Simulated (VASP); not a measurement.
The system is SiC.

```
CELL_PARAMETERS angstrom
3.09177 0.00000 0.00000
-1.54588 2.67755 0.00000
0.00000 0.00000 5.07402
ATOMIC_POSITIONS crystal
Si 0.33333 0.66667 0.00456
Si 0.66667 0.33333 0.50456
C 0.33333 0.66667 0.38044
C 0.66667 0.33333 0.88044
```

| Quantity | Value |
| --- | --- |
| Program | VASP 6.6.1 |
| Task | relaxation of cell and atoms |
| Functional | PBE |
| Dispersion | D3(BJ) |
| Potentials or basis | VASP PAW PBE potentials, release 64 (Si, C) |
| Cutoff | 600 eV |
| k mesh | 12 × 12 × 6 |
| Occupations | gaussian, width 0.02 eV |
| Spin | no spin polarisation |

At the start: pressure -4.7 GPa; volume 10.50 Å³/atom.

Q: Where does the relaxation end?

A: Over 6 steps the energy falls by 3.4 meV/atom and the volume is 10.27 Å³/atom (-2.2 %); space group P6_3mc (No. 186, to 0.05 Å).

The path:
| step | energy change (eV) | largest force (eV/Å) | pressure (GPa) | volume (Å³) |
| --- | --- | --- | --- | --- |
| 1 | 0.0000 | 0.0039 | -4.69 | 42.00 |
| 2 | 0.0011 | 0.0064 | 5.26 | 40.17 |
| 3 | -0.0137 | 0.0051 | -0.01 | 41.09 |
| 4 | -0.0137 | 0.0052 | 0.09 | 41.07 |
| 5 | -0.0137 | 0.0061 | -0.08 | 41.10 |
| 6 | -0.0137 | 0.0002 | 0.01 | 41.08 |

Final structure:
```xyz
4
Lattice="3.0691 0.0000 0.0000 -1.5346 2.6579 0.0000 0.0000 0.0000 5.0365" Properties=species:S:1:pos:R:3 pbc="T T T"
Si    0.0000    1.7719    0.0232
Si    1.5346    0.8860    2.5414
C     0.0000    1.7719    1.9159
C     1.5346    0.8860    4.4341
```
